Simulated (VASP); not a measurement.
A run of VASP 6.6.1:

File INCAR:

```
SYSTEM = Cu
PREC = Accurate
ENCUT = 520
EDIFF = 1E-7
ISMEAR = -1
SIGMA = 0.1
LREAL = .False.
LASPH = .True.
NELM = 80
ALGO = Normal
ISIF = 2
LWAVE = .False.
LCHARG = .False.
GGA = PS
NBANDS = 12
```

KPOINTS

```
regular mesh
0
Gamma
  25 25 25
  0 0 0
```

Contents of POSCAR:

```
Cu
1.0
    0.0000000000      1.7070851542      1.7070851542
    1.7070851542      0.0000000000      1.7070851542
    1.7070851542      1.7070851542      0.0000000000
Cu
1
Direct
    0.0000000000      0.0000000000      0.0000000000
```

Potentials or basis: VASP PAW PBE potentials, release 64 (Cu).

Launch:

```console
$ cat potpaw_PBE.64/Cu/POTCAR > POTCAR
$ mpirun -np 1 vasp_std > vasp.out
```

Hardware: 1 thread of Intel Xeon 8259CL (shared host).

**Question.** Estimate the wall time of this run.

**Answer.** Run time: 39 s on 1 thread of Intel Xeon 8259CL, with other jobs on the host, peak memory 0.16 GiB. Counts: scf iterations 11, k points 455.
